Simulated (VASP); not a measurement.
Write the native input for VASP 6.6.1 that does the following.

```yaml
Task: single point
Functional: PBEsol
Potentials_or_basis: VASP PAW PBE potentials, release 64 (Al)
Cutoff: 520 eV
k_mesh: 20 × 20 × 20
Occupations: gaussian, width 0.15 eV
Spin: no spin polarisation
Dipole_correction: no
Further_INCAR_settings: ALGO = Normal; EDIFF = 1e-06; NBANDS = 8
```

The structure of Al lies in POSCAR:

```
Al
1.0
   -1.6230430638      1.6230430638      1.5912186900
    1.6230430638     -1.6230430638      1.5912186900
    1.6230430638      1.6230430638     -1.5912186900
Al
1
Direct
    0.0000000000      0.0000000000      0.0000000000
```

This cell differs from its parent crystal: strain +0.0200 x Voigt [1, 1, 0, 0, 0, 0].

One way to write it, as run:

INCAR

```
SYSTEM = Al
PREC = Accurate ; ENCUT = 520
EDIFF = 1E-6 ; ISMEAR = 0
SIGMA = 0.15 ; LREAL = .False.
LASPH = .True. ; NELM = 80
ALGO = Normal ; ISIF = 2
LWAVE = .False. ; LCHARG = .False.
GGA = PS ; NBANDS = 8
```

KPOINTS

```
Automatic mesh
0
Gamma
  20 20 20
  0 0 0
```

Potentials or basis: VASP PAW PBE potentials, release 64 (Al).

Command:

```bash
$ cat potpaw_PBE.64/Al/POTCAR > POTCAR
$ mpirun -np 1 vasp_std > vasp.out
```

Results of the run:

```json
{"Pressure": "-0.8 GPa"}
```

Caveat: the cell differs from its parent crystal (strain +0.0200 x Voigt [1, 1, 0, 0, 0, 0]); the PAW data sets were made with another functional, which shifts forces and pressure a little.

It took 24 s on 1 thread of Intel Xeon 6975P-C (shared host), peak memory 0.19 GiB.
